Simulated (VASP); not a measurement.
Zn5Se2S3: single point with PBE

Crystal: Zn5Se2S3.

```
Zn Se S
1.0
    -1.92140    1.92140   13.58633
     1.92140   -1.92140   13.58633
     1.92140    1.92140  -13.58633
Zn Se S
5 2 3
Direct
  0.35000 0.85000 0.50000
  0.95000 0.45000 0.50000
  0.55000 0.05000 0.50000
  0.15000 0.65000 0.50000
  0.75000 0.25000 0.50000
  0.90000 0.90000 0.00000
  0.10000 0.10000 0.00000
  0.70000 0.70000 0.00000
  0.30000 0.30000 0.00000
  0.50000 0.50000 0.00000
```

```json
{
 "Program": "VASP 6.6.1",
 "Task": "single point",
 "Functional": "PBE",
 "Potentials or basis": "VASP PAW PBE potentials, release 64 (Zn, Se, S)",
 "Cutoff": "520 eV",
 "k mesh": "6 × 6 × 6",
 "Occupations": "gaussian, width 0.1 eV",
 "Spin": "no spin polarisation"
}
```

- Pressure: 5.6 GPa
- Largest force: 0.879 eV/Å
- Band gap on the k mesh: 1.95 eV

Forces on the atoms (eV/Å):
```
Zn   0.000  0.000 -0.879
Zn   0.000  0.000  0.863
Zn   0.000  0.000 -0.863
Zn   0.000  0.000  0.879
Zn   0.000  0.000  0.000
Se   0.000  0.000 -0.002
Se   0.000  0.000  0.002
S    0.000  0.000  0.115
S    0.000  0.000 -0.115
S    0.000  0.000  0.000
```

Stress tensor (GPa, compression positive):
```
5.69 0.00 0.00
0.00 5.69 0.00
0.00 0.00 5.54
```

Levels at points of the mesh, in eV from the valence-band top:
```tsv
k point	band 42	band 43	band 44	band 45	band 46	band 47	band 48	band 49
(0.00, 0.00, 0.00)	-0.88	-0.02	0.00	0.00	1.94	3.29	3.34	3.97
(0.50, 0.00, 0.00)	-1.05	-0.94	-0.78	-0.76	3.05	3.62	3.65	4.47
(0.50, 0.50, 0.00)	-2.57	-2.56	-2.37	-2.36	3.11	3.70	3.77	3.80
(0.50, 0.50, 0.50)	-0.34	-0.34	-0.25	-0.25	2.85	2.88	3.13	3.80
```

It took 48 min on 1 thread of Intel(R) Xeon(R) 6975P-C (Granite Rapids) (shared host), peak memory 2.1 GiB.

Caveat: the cell stands under pressure. A k mesh can miss the band edges.
